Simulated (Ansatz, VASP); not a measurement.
**Al: VASP beside Ansatz**

The input INCAR:

```
PREC = Accurate
ENCUT = 520
EDIFF = 1E-6
ISMEAR = 0
SIGMA = 0.15
LREAL = False
LASPH = True
NELM = 60
ALGO = Normal
ISIF = 2
LWAVE = False
LCHARG = True
GGA = PS
IVDW = 12
LELF = True
LVHAR = True
NBANDS = 14
```

File KPOINTS:

```
Automatic mesh
0
Gamma
  18 18 6
```

File POSCAR:

```
Al
1.0
    2.8377675528      0.0000000000      0.0000000000
   -1.4188837764      2.4575787908      0.0000000000
    0.0000000000      0.0000000000      8.5958816942
Al
4
Direct
    0.0000000000      0.0000000000      0.0000000000
    0.3333333333      0.6666666667      0.2500000000
    0.0000000000      0.0000000000      0.5000000000
    0.6666666667      0.3333333333      0.7500000000
```

Input for Ansatz:

```yaml
crystal:
  lattice:
    - [2.8377675528, 0.0, 0.0]
    - [-1.4188837764, 2.4575787908, 0.0]
    - [0.0, 0.0, 8.5958816942]
  atoms:
    - { symbol: Al, position: [0.0, 0.0, 0.0] }
    - { symbol: Al, position: [0.3333333333, 0.6666666667, 0.25] }
    - { symbol: Al, position: [0.0, 0.0, 0.5] }
    - { symbol: Al, position: [0.6666666667, 0.3333333333, 0.75] }
basis:
  ecutwfc: 420
kpoints:
  mp_grid: { grid: [18, 18, 6] }
hamiltonian:
  xc: pbesol
  pseudopotentials: { kind: paw, azcp: { folder: soft_1 } }
  dispersion: d3bj
scf:
  occupations: { method: gaussian, width: 0.15 }
output:
  forces: true
  stress: true
  eigenvalues: true
```

Alike in both runs: task single point; functional PBEsol; dispersion D3(BJ); k mesh 18 × 18 × 6; occupations gaussian, width 0.15 eV; no spin polarisation.

|  | VASP | Ansatz |
| --- | --- | --- |
| version | VASP 6.6.1 | Ansatz 0.2.0 |
| potentials or method | VASP PAW PBE potentials, release 64 (Al), cutoff 520 eV | scalar-relativistic, plane waves, PAW |
| valence electrons in the cell | 12 | 12 |

VASP gave:

```
gap on the k mesh at the Fermi level (eV)                     : none
pressure (GPa)                                                : 4.9
traceless stress, the component that is largest in VASP (GPa) : 5.68
```

Problem. Estimate Ansatz's values.

Solution. gap on the k mesh at the Fermi level (eV): none; pressure (GPa): 4.8; traceless stress, the component that is largest in VASP (GPa): 5.63.

VASP's potentials were made for PBE, not for PBEsol, and Ansatz warns of the same on its side. A gap of «none» marks a metal or a gap that the smearing closes.
